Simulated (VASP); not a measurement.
FeO:

```xyz
4
Lattice="4.1437 2.0719 2.0719 2.0719 4.1437 2.0719 2.0719 2.0719 4.1437" Properties=species:S:1:pos:R:3 pbc="T T T"
Fe    0.0000    0.0000    0.0000
Fe    4.1437    4.1437    4.1437
O     2.0719    2.0719    2.0719
O     6.2156    6.2156    6.2156
```

```yaml
Program: VASP 6.6.1
Task: relaxation of cell and atoms
Functional: PBE
Potentials_or_basis: VASP PAW PBE potentials, release 64 (Fe, O)
Cutoff: 600 eV
k_mesh: 1 × 1 × 1
Occupations: fermi-dirac, width 0.05 eV
Spin: collinear spin, antiferromagnetic start
Starting_moments: "[4.0, -4.0, 0.0, 0.0] μB"
```

At the start: pressure 0.0 GPa; volume 8.89 Å³/atom.

**Question.** How do energy, volume and symmetry change on relaxing?

**Answer.** Over 8 steps the energy falls by 98.3 meV/atom and the volume is 8.46 Å³/atom (-4.9 %); space group R-3m (No. 166, to 0.05 Å); moment 0.00 μB per cell.

Step by step:
| step | energy change (eV) | largest force (eV/Å) | pressure (GPa) | volume (Å³) |
| --- | --- | --- | --- | --- |
| 1 | 0.0000 | 0.0000 | 0.01 | 35.58 |
| 2 | -0.3227 | 0.0000 | -4.56 | 35.47 |
| 3 | -0.3621 | 0.0000 | -5.69 | 35.37 |
| 4 | -0.3636 | 0.0000 | -5.83 | 35.35 |
| 5 | -0.3922 | 0.0000 | 0.90 | 33.58 |
| 6 | -0.3930 | 0.0000 | -0.12 | 33.81 |
| 7 | -0.3930 | 0.0000 | -0.23 | 33.84 |
| 8 | -0.3931 | 0.0000 | -0.13 | 33.83 |

Final structure:
```
CELL_PARAMETERS angstrom
3.88745 1.74631 1.74631
1.74631 3.88745 1.74631
1.74631 1.74631 3.88745
ATOMIC_POSITIONS crystal
Fe 0.00000 0.00000 0.00000
Fe 0.50000 0.50000 0.50000
O 0.25000 0.25000 0.25000
O 0.75000 0.75000 0.75000
```

Caveat: the k points lie up to 2.45 Å⁻¹ apart in the final cell.
